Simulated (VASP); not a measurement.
# K (Fm-3m) in VASP: equation of state with PBE

Aim: the equation of state of K with PBE.

Program: VASP 6.6.1. These are calculated values, not measurements. Logs are shortened: lines on timing, memory, paths and dates and some standing lists are left out, and cuts for length are marked.

### 1 The cell of the first run

It takes space group Fm-3m (No. 225, cubic). The conventional cell has a = 6.784 Å, b = 6.784 Å, c = 6.784 Å, α = 90.00°, β = 90.00°, γ = 90.00°.

This isn't the form of K at room conditions, which is bcc.

### 2 Equation of state, PBE

Input file POSCAR.step1:

```
K
1.0
    0.0000000000      3.2869015055      3.2869015055
    3.2869015055      0.0000000000      3.2869015055
    3.2869015055      3.2869015055      0.0000000000
K
1
Direct
    0.0000000000      0.0000000000      0.0000000000
```

Input file POSCAR.step2:

```
K
1.0
    0.0000000000      3.3226314950      3.3226314950
    3.3226314950      0.0000000000      3.3226314950
    3.3226314950      3.3226314950      0.0000000000
K
1
Direct
    0.0000000000      0.0000000000      0.0000000000
```

Input file POSCAR.step3:

```
K
1.0
    0.0000000000      3.3576091338      3.3576091338
    3.3576091338      0.0000000000      3.3576091338
    3.3576091338      3.3576091338      0.0000000000
K
1
Direct
    0.0000000000      0.0000000000      0.0000000000
```

Input file POSCAR.step4:

```
K
1.0
    0.0000000000      3.3918728180      3.3918728180
    3.3918728180      0.0000000000      3.3918728180
    3.3918728180      3.3918728180      0.0000000000
K
1
Direct
    0.0000000000      0.0000000000      0.0000000000
```

Input file POSCAR.step5:

```
K
1.0
    0.0000000000      3.4254579014      3.4254579014
    3.4254579014      0.0000000000      3.4254579014
    3.4254579014      3.4254579014      0.0000000000
K
1
Direct
    0.0000000000      0.0000000000      0.0000000000
```

Input file POSCAR.step6:

```
K
1.0
    0.0000000000      3.4583970173      3.4583970173
    3.4583970173      0.0000000000      3.4583970173
    3.4583970173      3.4583970173      0.0000000000
K
1
Direct
    0.0000000000      0.0000000000      0.0000000000
```

Input file POSCAR.step7:

```
K
1.0
    0.0000000000      3.4907203582      3.4907203582
    3.4907203582      0.0000000000      3.4907203582
    3.4907203582      3.4907203582      0.0000000000
K
1
Direct
    0.0000000000      0.0000000000      0.0000000000
```

Input file INCAR:

```
GGA = PE
ISMEAR = 1
SIGMA = 0.1
LWAVE = F
LCHARG = F
ISIF = 2
NSW = 0
ENCUT = 450
PREC = Accurate
LASPH = T
LREAL = F
ALGO = Normal
EDIFF = 1E-7
NELM = 120
GGA_COMPAT = F
```

Input file KPOINTS:

```
k-points
0
Gamma
  9 9 9
```

Potentials or basis: VASP PAW PBE potentials, release 64 (K_sv_GW).

The run is started by

```sh
$ cat potpaw_PBE.64/K_sv_GW/POTCAR > POTCAR
$ cp POSCAR.step1 POSCAR
$ mpirun -np 1 vasp_std > vasp.out
$ cp POSCAR.step2 POSCAR
$ mpirun -np 1 vasp_std > vasp.out
$ cp POSCAR.step3 POSCAR
$ mpirun -np 1 vasp_std > vasp.out
$ cp POSCAR.step4 POSCAR
$ mpirun -np 1 vasp_std > vasp.out
$ cp POSCAR.step5 POSCAR
$ mpirun -np 1 vasp_std > vasp.out
$ cp POSCAR.step6 POSCAR
$ mpirun -np 1 vasp_std > vasp.out
$ cp POSCAR.step7 POSCAR
$ mpirun -np 1 vasp_std > vasp.out
```

OUTCAR:

```text
GGA = PE
   ISMEAR = 1
   ISIF = 2
   NSW = 0
   ENCUT = 450
   PREC = Accurate
   LASPH = T
   LREAL = F
   EDIFF = 1E-7
   NELM = 120

 Found     35 irreducible k-points:

 Following reciprocal coordinates:
            Coordinates               Weight
  0.000000  0.000000  0.000000      1.000000
  0.111111  0.000000  0.000000      8.000000
  0.222222  0.000000  0.000000      8.000000
  0.333333  0.000000  0.000000      8.000000
  0.444444  0.000000  0.000000      8.000000
  0.111111  0.111111  0.000000      6.000000
   k-points           NKPTS =     35   k-points in BZ     NKDIM =     35   number of bands    NBANDS=      8
   number of dos      NEDOS =    301   number of ions     NIONS =      1
   total plane-waves  NPLWV =  46656
   dimension x,y,z NGX =    36 NGY =   36 NGZ =   36
   dimension x,y,z NGXF=    72 NGYF=   72 NGZF=   72
   ions per type =               1
   NGX,Y,Z   is equivalent  to a cutoff of  12.12, 12.12, 12.12 a.u.
   NGXF,Y,Z  is equivalent  to a cutoff of  24.25, 24.25, 24.25 a.u.
 SYSTEM =  unknown system
   PREC   = accura    normal or accurate (medium, high low for compatibility)
   ISTART =      0    job   : 0-new  1-cont  2-samecut
   ICHARG =      2    charge: 1-file 2-atom 10-const
   ISPIN  =      1    spin polarized calculation?
   LNONCOLLINEAR =      F non collinear calculations
   LSORBIT =      F    spin-orbit coupling
   LASPH  =      T    aspherical Exc in radial PAW
   ENCUT  =  450.0 eV  33.07 Ry    5.75 a.u.   8.54  8.54  8.54*2*pi/ulx,y,z
   NELM   =    120;   NELMIN=  2; NELMDL=  0     # of ELM steps
   EDIFF  = 0.1E-06   stopping-criterion for ELM
   LREAL  =      F    real-space projection
   EDIFFG = 0.1E-05   stopping-criterion for IOM
   NSW    =      0    number of steps for IOM
   IBRION =     -1    ionic relax: 0-MD 1-quasi-New 2-CG
   NFREE  =      0    steps in history (QN), initial steepest desc. (CG)
   ISIF   =      2    stress and relaxation
   ISYM   =      2    0-nonsym 1-usesym 2-fastsym
   POTIM  = 0.5000    time-step for ionic-motion
   TEBEG  =    0.0;   TEEND  =   0.0 temperature during run

   SCALEE = 1.0000    scale energy and forces
   PSTRESS=    0.0 pullay stress
   NELECT =       9.0000    total number of electrons
   NUPDOWN=      -1.0000    fix difference up-down
   EMIN   =  10.00;   EMAX   =-10.00  energy-range for DOS
   EFERMI =   0.00;   METHOD = LEGACY
   ISMEAR =     1;   SIGMA  =   0.10  broadening in eV -4-tet -1-fermi 0-gaus
   EFERMI_NEDOS =   21; number of points for ismear=-14 and -15
   IALGO  =     38    algorithm
   IMIX   =      4    mixing-type and parameters
     AMIX     =   0.40;   BMIX     =  1.00
     AMIX_MAG =   1.60;   BMIX_MAG =  1.00
  volume/ion in A,a.u.               =      85.07       574.08
  Fermi-wavevector in a.u.,A,eV,Ry     =   0.774279  1.463174  8.156793  0.599507
  Thomas-Fermi vector in A             =   1.876301
   LORBIT       =      0    0 simple, 1 ext, 2 COOP (PROOUT), +10 PAW based schemes
   GGA     = PE    functional components
   LHFCALC =     F    Hartree Fock is set to
   AEXX    =    0.0000 exact exchange contribution
   IVDW    =     0    specifies the selected vdW correction
   LEPSILON=     F    determine dielectric tensor
   LRPA    =     F    only Hartree local field effects (RPA)

   CSHIFT  =0.1000    complex shift for real part using Kramers Kronig

   OMEGAMAX=  -1.0    maximum frequency
 non-spin polarized calculation
 Methfessel and Paxton  Order N= 1 SIGMA  =   0.10
  energy-cutoff  :      450.00
  volume of cell :       85.07
 maximum number of plane-waves:      1863
 NGX is ok and might be reduce to    36
   NGX = 17   NGY = 17   NGZ = 17

 number of electron       9.0000000 magnetization

 Free energy of the ion-electron system (eV)
  ---------------------------------------------------
  ext. energy  EPLUGINS =         0.00000000
  ---------------------------------------------------
  free energy    TOTEN  =        -3.49179549 eV

  energy without entropy =       -3.49002223  energy(sigma->0) =       -3.49120440

 E-fermi :   0.6143     XC(G=0):  -5.3121

 val. band max:        0.4979617414   @ k =   0.4444   0.0000   0.0000
 cond. band min:       0.6182116523   @ k =   0.4444   0.3333   0.0000
 fundamental gap:      0.1202499109
 Fermi energy:         0.6142553486

 k-point     1 :       0.0000    0.0000    0.0000
  band No.  band energies     occupation
      1     -31.6678      2.00000
      2     -15.1254      2.00000
      3     -15.1254      2.00000
      4     -15.1254      2.00000
      5      -1.4034      2.00000
      6       4.6096      0.00000
      7       4.6096      0.00000
      8       4.6096      0.00000

 k-point     2 :       0.1111    0.0000    0.0000
  band No.  band energies     occupation
      1     -31.6676      2.00000
      2     -15.1300      2.00000
      3     -15.1261      2.00000
      4     -15.1261      2.00000
      5      -1.2748      2.00000
      6       4.2307      0.00000
      7       4.6525      0.00000
      8       4.6525      0.00000

 k-point     3 :       0.2222    0.0000    0.0000
  band No.  band energies     occupation
      1     -31.6671      2.00000
      2     -15.1415      2.00000
      3     -15.1278      2.00000
      4     -15.1278      2.00000
      5      -0.8965      2.00000
      6       3.4114      0.00000
      7       4.6726      0.00000
      8       4.6726      0.00000

 k-point     4 :       0.3333    0.0000    0.0000
  band No.  band energies     occupation
      1     -31.6665      2.00000
      2     -15.1545      2.00000
      3     -15.1297      2.00000
      4     -15.1297      2.00000
      5      -0.2916      2.00000
      6       2.4406     -0.00000
      7       4.5450      0.00000
      8       4.5450      0.00000

 k-point     5 :       0.4444    0.0000    0.0000
  band No.  band energies     occupation
      1     -31.6661      2.00000
      2     -15.1629      2.00000
      3     -15.1309      2.00000
      4     -15.1309      2.00000
      5       0.4980      2.06964
      6       1.4492     -0.00000
      7       4.4291      0.00000
      8       4.4291      0.00000

 k-point     6 :       0.1111    0.1111    0.0000
  band No.  band energies     occupation
      1     -31.6676      2.00000
      2     -15.1299      2.00000
      3     -15.1271      2.00000
      4     -15.1271      2.00000
      5      -1.2321      2.00000
      6       4.2570      0.00000
      7       4.6111      0.00000
      8       4.6111      0.00000

 [... further k-points ...]
[... 5 lines left out ...]
  --------------------------------------------------------------------------------------
  -------------------------------------------------------------------------------------
  Total       -0.2477130     -0.2477130     -0.2477130      0.0000000     -0.0000000     -0.0000000
  in kB       -4.6653503     -4.6653503     -4.6653503      0.0000000     -0.0000000     -0.0000000
  external PRESSURE =      -4.6653503 kB  Pullay stress =       0.0000000 kB

 VOLUME and BASIS-vectors are now :
 -----------------------------------------------------------------------------
  energy-cutoff  :      450.00
  volume of cell :       85.07
      direct lattice vectors                 reciprocal lattice vectors
     0.000000000  3.490720358  3.490720358    -0.143236911  0.143236911  0.143236911
     3.490720358  0.000000000  3.490720358     0.143236911 -0.143236911  0.143236911
     3.490720358  3.490720358  0.000000000     0.143236911  0.143236911 -0.143236911

 POSITION                                       TOTAL-FORCE (eV/Angst)
 -----------------------------------------------------------------------------------
      0.00000      0.00000      0.00000         0.000000     -0.000000      0.000000
 -----------------------------------------------------------------------------------
    total drift:                               -0.000000     -0.000000     -0.000000

  FREE ENERGIE OF THE ION-ELECTRON SYSTEM (eV)
  ---------------------------------------------------
  free  energy   TOTEN  =        -3.4917954899 eV

  energy  without entropy=       -3.4900222267  energy(sigma->0) =       -3.49120440
```

Run time: 85 s. Hardware: 1 thread of AMD EPYC 9R45 (Zen 5), shared host; peak memory 0.18 GiB.

What came out:

```
Equilibrium volume                      : 73.74 Å³/atom
Bulk modulus                            : 3.6 GPa
Pressure derivative of the bulk modulus : 3.7 (rough: it moves with the points fitted)
```

Energy against volume, from the lowest point:
```csv
volume (Å³/atom),energy (meV/atom)
71.022,1.19
73.363,0.00
75.704,0.57
78.046,2.57
80.387,5.81
82.728,10.18
85.070,15.47
```
